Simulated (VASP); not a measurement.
# Ag (Fm-3m) in VASP: a series of runs

The runs below take Ag through single point, relaxation of cell and atoms, with PBE.

Everything below comes from runs of VASP 6.6.1. Logs are shortened: lines on timing, memory, paths and dates and some standing lists are left out, and cuts for length are marked.

### 1 The cell of the first run

Symmetry: Fm-3m, No. 225, cubic system. The conventional cell has a = 4.149 Å, b = 4.149 Å, c = 4.149 Å, α = 90.00°, β = 90.00°, γ = 90.00°. Within 3.9 Å of Ag (site symmetry m-3m) lie 12 Ag at 2.93 Å.

### 2 Single point, PBE

INCAR

```
PREC = Accurate
ENCUT = 500
EDIFF = 1E-6
ISMEAR = -1
SIGMA = 0.05
LREAL = False
LASPH = True
NELM = 120
ALGO = Normal
ISIF = 2
LWAVE = False
LCHARG = True
GGA = PE
LELF = True
LVHAR = True
NBANDS = 12
GGA_COMPAT = False
```

KPOINTS

```
Automatic mesh
0
Gamma
  17 17 17
```

POSCAR

```
Ag
1.0
    0.0000000000      2.0742833058      2.0742833058
    2.0742833058      0.0000000000      2.0742833058
    2.0742833058      2.0742833058      0.0000000000
Ag
1
Direct
    0.0000000000      0.0000000000      0.0000000000
```

Potentials or basis: VASP PAW PBE potentials, release 64 (Ag).

Started as:

```bash
$ cat potpaw_PBE.64/Ag/POTCAR > POTCAR
$ mpirun -np 1 vasp_std > vasp.out
```

OUTCAR:

```text
PREC = Accurate
   ENCUT = 500
   EDIFF = 1E-6
   ISMEAR = -1
   LREAL = False
   LASPH = True
   NELM = 120
   ISIF = 2
   GGA = PE

 ion  position               nearest neighbor table
   1  0.000  0.000  0.000-

  LATTYP: Found a face centered cubic cell.
 ALAT       =     4.1485666116

  Lattice vectors:

 A1 = (   0.0000000000,   2.0742833058,   2.0742833058)
 A2 = (   2.0742833058,   0.0000000000,   2.0742833058)
 A3 = (   2.0742833058,   2.0742833058,   0.0000000000)

Analysis of symmetry for initial positions (statically):
=====================================================================
 Subroutine PRICEL returns:
 Original cell was already a primitive cell.

 Routine SETGRP: Setting up the symmetry group for a
 face centered cubic supercell.

 Subroutine GETGRP returns: Found 48 space group operations
 (whereof 48 operations were pure point group operations)
 out of a pool of 48 trial point group operations.

The static configuration has the point symmetry O_h .

Analysis of symmetry for dynamics (positions and initial velocities):
=====================================================================
 Subroutine PRICEL returns:
 Original cell was already a primitive cell.

 Routine SETGRP: Setting up the symmetry group for a
 face centered cubic supercell.

 Subroutine GETGRP returns: Found 48 space group operations
 (whereof 48 operations were pure point group operations)
 out of a pool of 48 trial point group operations.

The dynamic configuration has the point symmetry O_h .

 Subroutine INISYM returns: Found 48 space group operations
 (whereof 48 operations are pure point group operations),
 and found     1 'primitive' translations

----------------------------------------------------------------------------------------

                                     Primitive cell

  volume of cell :      17.8498

  direct lattice vectors                    reciprocal lattice vectors
     0.000000000  2.074283306  2.074283306    -0.241047112  0.241047112  0.241047112
     2.074283306  0.000000000  2.074283306     0.241047112 -0.241047112  0.241047112
     2.074283306  2.074283306  0.000000000     0.241047112  0.241047112 -0.241047112

  length of vectors
     2.933479583  2.933479583  2.933479583     0.417505845  0.417505845  0.417505845

  position of ions in fractional coordinates (direct lattice)
     0.000000000  0.000000000  0.000000000

  ion indices of the primitive-cell ions
   primitive index   ion index
                 1           1

----------------------------------------------------------------------------------------

 KPOINTS: Automatic mesh

Automatic generation of k-mesh.
 Grid dimensions read from file:
 generate k-points for:   17   17   17

 Generating k-lattice:

  Cartesian coordinates                     Fractional coordinates (reciprocal lattice)
    -0.014179242  0.014179242  0.014179242     0.058823529  0.000000000  0.000000000
     0.014179242 -0.014179242  0.014179242     0.000000000  0.058823529  0.000000000
     0.014179242  0.014179242 -0.014179242     0.000000000  0.000000000  0.058823529

  Length of vectors
     0.024559167  0.024559167  0.024559167

  Shift w.r.t. Gamma in fractional coordinates (k-lattice)
     0.000000000  0.000000000  0.000000000

 Subroutine IBZKPT returns following result:
 ===========================================

 Found    165 irreducible k-points:

 Following reciprocal coordinates:
            Coordinates               Weight
  0.000000  0.000000  0.000000      1.000000
  0.058824  0.000000  0.000000      8.000000
  0.117647  0.000000  0.000000      8.000000
  0.176471  0.000000  0.000000      8.000000
  0.235294  0.000000  0.000000      8.000000
  0.294118  0.000000  0.000000      8.000000
[... 16 lines left out ...]
 -0.176471  0.058824  0.000000     24.000000
 -0.117647  0.058824  0.000000     24.000000
 [... further k-points ...]
   k-points           NKPTS =    165   k-points in BZ     NKDIM =    165   number of bands    NBANDS=     12
   number of dos      NEDOS =    301   number of ions     NIONS =      1
   total plane-waves  NPLWV =  13824
   dimension x,y,z NGX =    24 NGY =   24 NGZ =   24
   dimension x,y,z NGXF=    48 NGYF=   48 NGZF=   48
   ions per type =               1
   NGX,Y,Z   is equivalent  to a cutoff of  13.60, 13.60, 13.60 a.u.
   NGXF,Y,Z  is equivalent  to a cutoff of  27.20, 27.20, 27.20 a.u.
 SYSTEM =  unknown system
   PREC   = accura    normal or accurate (medium, high low for compatibility)
   ISTART =      0    job   : 0-new  1-cont  2-samecut
   ICHARG =      2    charge: 1-file 2-atom 10-const
   ISPIN  =      1    spin polarized calculation?
   LNONCOLLINEAR =      F non collinear calculations
   LSORBIT =      F    spin-orbit coupling
   LASPH  =      T    aspherical Exc in radial PAW
   ENCUT  =  500.0 eV  36.75 Ry    6.06 a.u.   5.35  5.35  5.35*2*pi/ulx,y,z
   NELM   =    120;   NELMIN=  2; NELMDL= -5     # of ELM steps
   EDIFF  = 0.1E-05   stopping-criterion for ELM
   LREAL  =      F    real-space projection
   EDIFFG = 0.1E-04   stopping-criterion for IOM
   NSW    =      0    number of steps for IOM
   IBRION =     -1    ionic relax: 0-MD 1-quasi-New 2-CG
   NFREE  =      0    steps in history (QN), initial steepest desc. (CG)
   ISIF   =      2    stress and relaxation
   ISYM   =      2    0-nonsym 1-usesym 2-fastsym
   POTIM  = 0.5000    time-step for ionic-motion
   TEBEG  =    0.0;   TEEND  =   0.0 temperature during run
   PSTRESS=    0.0 pullay stress
   NELECT =      11.0000    total number of electrons
   NUPDOWN=      -1.0000    fix difference up-down
   EMIN   =  10.00;   EMAX   =-10.00  energy-range for DOS
   EFERMI =   0.00;   METHOD = LEGACY
   ISMEAR =    -1;   SIGMA  =   0.05  broadening in eV -4-tet -1-fermi 0-gaus
   EFERMI_NEDOS =   21; number of points for ismear=-14 and -15
   IALGO  =     38    algorithm
   IMIX   =      4    mixing-type and parameters
     AMIX     =   0.40;   BMIX     =  1.00
     AMIX_MAG =   1.60;   BMIX_MAG =  1.00
  volume/ion in A,a.u.               =      17.85       120.46
  Fermi-wavevector in a.u.,A,eV,Ry     =   1.393139  2.632650 26.406665  1.940835
  Thomas-Fermi vector in A             =   2.516814
   LORBIT       =      0    0 simple, 1 ext, 2 COOP (PROOUT), +10 PAW based schemes
   GGA     = PE    functional components
   LHFCALC =     F    Hartree Fock is set to
   AEXX    =    0.0000 exact exchange contribution
   IVDW    =     0    specifies the selected vdW correction
   LEPSILON=     F    determine dielectric tensor
   LRPA    =     F    only Hartree local field effects (RPA)
 non-spin polarized calculation
  energy-cutoff  :      500.00
  volume of cell :       17.85
 maximum number of plane-waves:       467
 NGX is ok and might be reduce to    24
   NGX = 11   NGY = 11   NGZ = 11

 number of electron      11.0000000 magnetization

 Free energy of the ion-electron system (eV)
  ---------------------------------------------------
  ext. energy  EPLUGINS =         0.00000000
  ---------------------------------------------------
  free energy    TOTEN  =        -2.71547661 eV

  energy without entropy =       -2.71213598  energy(sigma->0) =       -2.71380629

 E-fermi :   7.8945     XC(G=0): -11.9384

 val. band max:        7.8906890982   @ k =  -0.2941   0.2353   0.0588
 cond. band min:       7.9294101132   @ k =  -0.4118   0.1176   0.0000
 fundamental gap:      0.0387210150
 Fermi energy:         7.8945176564

 k-point     1 :       0.0000    0.0000    0.0000
  band No.  band energies     occupation
      1       0.3724      2.00000
      2       3.1626      2.00000
      3       3.1626      2.00000
      4       3.1626      2.00000
      5       4.1151      2.00000
      6       4.1151      2.00000
      7      23.7275      0.00000
      8      27.0346      0.00000
      9      27.0346      0.00000
     10      27.0346      0.00000
     11      31.7341      0.00000
     12      32.5895      0.00000

 k-point     2 :       0.0588    0.0000    0.0000
  band No.  band energies     occupation
      1       0.4768      2.00000
      2       3.1398      2.00000
      3       3.1905      2.00000
      4       3.1905      2.00000
      5       4.1046      2.00000
      6       4.1046      2.00000
      7      23.7299      0.00000
      8      26.1101      0.00000
      9      27.0622      0.00000
     10      27.0622      0.00000
     11      31.7052      0.00000
     12      32.4921      0.00000

 k-point     3 :       0.1176    0.0000    0.0000
  band No.  band energies     occupation
      1       0.7771      2.00000
      2       3.0897      2.00000
      3       3.2618      2.00000
      4       3.2618      2.00000
      5       4.0857      2.00000
      6       4.0857      2.00000
      7      23.2415      0.00000
      8      24.7917      0.00000
      9      27.1180      0.00000
     10      27.1180      0.00000
     11      30.8233      0.00000
     12      32.1222      0.00000
[... 286 lines left out ...]
 k-point    23 :      -0.1765    0.0588    0.0000
  band No.  band energies     occupation
      1       1.4552      2.00000
      2       3.0308      2.00000
      3       3.3861      2.00000
      4       3.3940      2.00000
      5       3.9913      2.00000
      6       4.2759      2.00000
      7      20.7360      0.00000
      8      23.9008      0.00000
      9      26.2523      0.00000
     10      28.4409      0.00000
     11      29.0724      0.00000
     12      30.8348      0.00000

 k-point    24 :      -0.1176    0.0588    0.0000
  band No.  band energies     occupation
      1       1.0005      2.00000
      2       3.0277      2.00000
      3       3.3111      2.00000
      4       3.3381      2.00000
      5       3.9946      2.00000
      6       4.1699      2.00000
      7      22.8100      0.00000
      8      24.1611      0.00000
      9      26.2992      0.00000
     10      28.0364      0.00000
     11      29.8116      0.00000
     12      32.0931      0.00000

 [... further k-points ...]

------------------------ aborting loop because EDIFF is reached ----------------------------------------

  FORCE on cell =-STRESS in cart. coord.  units (eV):
  Direction    XX          YY          ZZ          XY          YZ          ZX
  --------------------------------------------------------------------------------------
  -------------------------------------------------------------------------------------
  Total       -0.0128339     -0.0128339     -0.0128339     -0.0000000      0.0000000     -0.0000000
  in kB       -1.1519536     -1.1519536     -1.1519536     -0.0000000      0.0000000     -0.0000000
  external PRESSURE =      -1.1519536 kB  Pullay stress =       0.0000000 kB

 VOLUME and BASIS-vectors are now :
 -----------------------------------------------------------------------------
  energy-cutoff  :      500.00
  volume of cell :       17.85
      direct lattice vectors                 reciprocal lattice vectors
     0.000000000  2.074283306  2.074283306    -0.241047112  0.241047112  0.241047112
     2.074283306  0.000000000  2.074283306     0.241047112 -0.241047112  0.241047112
     2.074283306  2.074283306  0.000000000     0.241047112  0.241047112 -0.241047112

 POSITION                                       TOTAL-FORCE (eV/Angst)
 -----------------------------------------------------------------------------------
      0.00000      0.00000      0.00000         0.000000      0.000000      0.000000
 -----------------------------------------------------------------------------------
    total drift:                               -0.000000      0.000000      0.000000

  FREE ENERGIE OF THE ION-ELECTRON SYSTEM (eV)
  ---------------------------------------------------
  free  energy   TOTEN  =        -2.7154766114 eV

  energy  without entropy=       -2.7121359784  energy(sigma->0) =       -2.71380629
```

It took 43 s on 1 thread of Intel Xeon 8259CL, shared host; peak memory 0.16 GiB.

Results:

* Free energy: -2.7155 eV
* Pressure: -0.1 GPa
* Band gap on the k mesh: zero (an odd number of electrons rules out a gap without spin polarisation)

Levels at points of the mesh, in eV from the Fermi level:
```csv
k point,band 3,band 4,band 5,band 6,band 7,band 8,band 9,band 10
"(0.00, 0.00, 0.00)",-4.73,-4.73,-3.78,-3.78,15.83,19.14,19.14,19.14
```

### 3 Single point, PBE

INCAR

```
SYSTEM = Ag
PREC = Accurate
ENCUT = 500
EDIFF = 1E-6
ISMEAR = -1
SIGMA = 0.05
LREAL = .FALSE.
LASPH = .TRUE.
NELM = 120
ALGO = Normal
ISIF = 2
LWAVE = .FALSE.
LCHARG = .TRUE.
GGA = PE
LELF = .TRUE.
LVHAR = .TRUE.
NBANDS = 12
GGA_COMPAT = .FALSE.
```

KPOINTS

```
Automatic mesh
0
G
  17 17 17
  0 0 0
```

POSCAR

```
Ag
1.0
    0.0000000000      2.0735132770      2.0735132770
    2.0735132770      0.0000000000      2.0735132770
    2.0735132770      2.0735132770      0.0000000000
Ag
1
Direct
    0.0000000000      0.0000000000      0.0000000000
```

Potentials or basis: VASP PAW PBE potentials, release 64 (Ag).

Started as:

```bash
$ cat potpaw_PBE.64/Ag/POTCAR > POTCAR
$ mpirun -np 1 vasp_std > vasp.out
```

Run time: 44 s. Hardware: 1 thread of Intel Xeon 8259CL, shared host; peak memory 0.16 GiB.

Results (log left out):

```
Free energy            : -2.7155 eV
Pressure               : 0.0 GPa
Band gap on the k mesh : zero (an odd number of electrons rules out a gap without spin polarisation)
```

Levels at points of the mesh, in eV from the Fermi level:
| k point | band 4 | band 5 | band 6 | band 7 | band 8 | band 9 |
| --- | --- | --- | --- | --- | --- | --- |
| (0.00, 0.00, 0.00) | -4.74 | -3.78 | -3.78 | 15.84 | 19.15 | 19.15 |

[end of part 1 of 2]
